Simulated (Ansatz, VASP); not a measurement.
## ZnS: VASP beside Ansatz

```xyz
4
Lattice="3.8456 0.0000 0.0000 -1.9228 3.3304 0.0000 0.0000 0.0000 6.3037" Properties=species:S:1:pos:R:3 pbc="T T T"
Zn    0.0000    2.2202    0.0328
Zn    1.9228    1.1101    3.1846
S     0.0000    2.2202    2.4775
S     1.9228    1.1101    5.6293
```

Alike in both runs: task single point; functional PBE; k mesh 9 × 9 × 4; occupations gaussian, width 0.05 eV; no spin polarisation.

|  | VASP | Ansatz |
| --- | --- | --- |
| version | VASP 6.6.1 | Ansatz 0.2.0 |
| potentials or method | VASP PAW PBE potentials, release 64 (Zn, S), cutoff 520 eV | scalar-relativistic, plane waves, PAW |
| valence electrons in the cell | 36 | 36 |

Ansatz gave:

```
gap on the k mesh at the Fermi level (eV)                     : 2.11
least direct gap on the mesh (eV)                             : 2.11
pressure (GPa)                                                : 0.3
traceless stress, the component that is largest in VASP (GPa) : -1.51
rms of the force components (eV/Å)                            : 0.207
```

Task: Estimate VASP's values.

Result: gap on the k mesh at the Fermi level (eV): 2.11; least direct gap on the mesh (eV): 2.11; pressure (GPa): 0.4; traceless stress, the component that is largest in VASP (GPa): -1.55; rms of the force components (eV/Å): 0.209.

Atom by atom the forces differ by 0.002 eV/Å (rms over components).
